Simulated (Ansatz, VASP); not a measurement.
**One calculation of F, two programs**

```
CELL_PARAMETERS angstrom
3.13943 -1.83349 -0.24214
3.13943 1.83349 -0.24214
-2.35188 0.00000 7.33901
ATOMIC_POSITIONS crystal
F 0.08485 0.08485 0.09400
F 0.91515 0.91515 0.90600
F 0.50157 0.50157 0.59372
F 0.49843 0.49843 0.40628
```

Change from the starting cell: volume 20.600 Å^3 an atom, stretch along a over the lengths across it, relative to the relaxed cell 0.9841.

Alike in both runs: task single point; functional PBEsol; k mesh 4 × 4 × 2; occupations gaussian, width 0.05 eV; no spin polarisation.

|  | VASP | Ansatz |
| --- | --- | --- |
| version | VASP 6.6.1 | Ansatz 0.2.0 |
| potentials or method | VASP PAW PBE potentials, release 64 (F), cutoff 520 eV | scalar-relativistic, plane waves, PAW |
| valence electrons in the cell | 28 | 28 |

|  | VASP | Ansatz | Ansatz less VASP |
| --- | --- | --- | --- |
| gap on the k mesh at the Fermi level (eV) | 2.63 | 2.70 | +0.071 |
| least direct gap on the mesh (eV) | 2.70 | 2.77 | +0.071 |
| pressure (GPa) | -2.2 | -2.4 | -0.23 |
| traceless stress, the component that is largest in VASP (GPa) | -2.68 | -3.79 | -1.110 |
| rms of the force components (eV/Å) | 0.509 | 0.716 | +0.2068 |

VASP's potentials were made for PBE, not for PBEsol. Atom by atom the forces differ by 0.207 eV/Å (rms over components).

The k mesh is coarse, so the values compare programs but aren't converged.
